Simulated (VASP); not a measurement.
Set up this calculation in VASP 6.6.1, as the native input.

```
Task                   : single point
Functional             : PBEsol
Potentials or basis    : VASP PAW PBE potentials, release 64 (B, N)
Cutoff                 : 520 eV
k mesh                 : 2 × 2 × 2
Occupations            : fermi-dirac, width 0.02 eV
Spin                   : collinear spin
Dipole correction      : no
Further INCAR settings : LREAL = Auto; ALGO = Normal; EDIFF = 1e-07; NBANDS = 102
```

The structure of B18N19 (a cell with a defect) lies in POSCAR:

```
B18N19
1.0
    7.4947200000      0.0000000000      0.0000000000
   -3.7473600000      6.4906180000      0.0000000000
    0.0000000000      0.0000000000      6.6357000000
B N
18 19
Direct
    0.0917230955      0.2110122642      0.2339165423
    0.2372099394      0.0953530157      0.7662642977
    0.1161484475      0.5493467648      0.2146872221
    0.2328457865      0.4378319599      0.7972632880
    0.1082398080      0.8711805255      0.2893892129
    0.2290782139      0.7754731522      0.8172461082
    0.4510394762      0.2285914839      0.3079253131
    0.5759218026      0.1163679637      0.7787271878
    0.4412317952      0.5566342065      0.2526033425
    0.5645920955      0.4654102275      0.7592416776
    0.4454986663      0.8861405801      0.2836324728
    0.5773215050      0.7981520404      0.7334267673
    0.7857428504      0.2328899960      0.2383169824
    0.8959291055      0.1121156722      0.7673342677
    0.7979370000      0.5642143784      0.2664376027
    0.9042505090      0.4621131609      0.7729553777
    0.7667917798      0.8854472717      0.2638757026
    0.8869764794      0.7774914500      0.7820727278
    0.1281889155      0.2114128424      0.7867745679
    0.2327352198      0.1126086915      0.2556324126
    0.1247387341      0.5511031461      0.8175625782
    0.2200351785      0.4349200646      0.2091866721
    0.1129966833      0.8758642089      0.7914161279
    0.2177875097      0.7596965343      0.2654580527
    0.4758297595      0.2355553816      0.7749295477
    0.5757583026      0.1183092273      0.2989737330
    0.4504126100      0.5690983509      0.7817562578
    0.5663635158      0.4499263398      0.2954021430
    0.4576070875      0.8900231072      0.7807013578
    0.5466296056      0.7703118563      0.2905043929
    0.7957608775      0.2320580259      0.7632955076
    0.8786797651      0.1141493768      0.2248142622
    0.7739084192      0.5701152032      0.7783805778
    0.8978219398      0.4470144445      0.2431845924
    0.7967401278      0.8898382250      0.7145741971
    0.8853153947      0.7832690200      0.2620070226
    0.1846053450      0.0124795513      0.4917491749
```

These files were run (other wordings do the same):

INCAR

```
PREC = Accurate ; ENCUT = 520
EDIFF = 1E-7 ; ISMEAR = -1
SIGMA = 0.02 ; LREAL = Auto
LASPH = T ; NELM = 150
ALGO = Normal ; ISIF = 2
LWAVE = F ; LCHARG = F
ISPIN = 2 ; MAGMOM = 0 0 0 0 0 0 0 0 0 0 0 0 0 0 0 0 0 0 0.08 0.13 0 0 0.08 0 0.08 0 0 0 0 0 0 0 0 0 0 0 1.28
LORBIT = 11 ; GGA = PS
NBANDS = 102
```

KPOINTS

```
regular mesh
0
Gamma
  2 2 2
```

Potentials or basis: VASP PAW PBE potentials, release 64 (B, N).

Launch:

```console
$ cat potpaw_PBE.64/B/POTCAR potpaw_PBE.64/N/POTCAR > POTCAR
$ mpirun -np 1 vasp_std > vasp.out
```

It gave:

The pressure is 2.4 GPa, the largest force is 6.238 eV/Å and the band gap on the k mesh is 0.52 eV. The net moment is 1.00 μB per cell, the site moments are B +0.01, -0.00, +0.00, -0.01 (each value once); N +0.03, +0.01, +0.00, -0.00, +0.02, +0.55 (each value once) μB and the valence electrons inside the program's atomic spheres are B 2.09, 2.05, 2.27, 2.15, 2.12, 2.07, 2.19, 2.24, 2.10, 2.14, 2.34, 1.98, 2.11 (each value once); N 3.94, 3.85, 3.99, 4.00, 4.02, 3.93, 3.92, 3.98, 4.06, 4.08, 4.01, 3.53 (each value once).

Caveat: the k points lie up to 0.48 Å⁻¹ apart; the PAW data sets were made with another functional, which shifts forces and pressure a little.

Wall time 28 min on 1 thread of Oxide Virtual Turin-like Processor (shared host), peak memory 0.67 GiB.
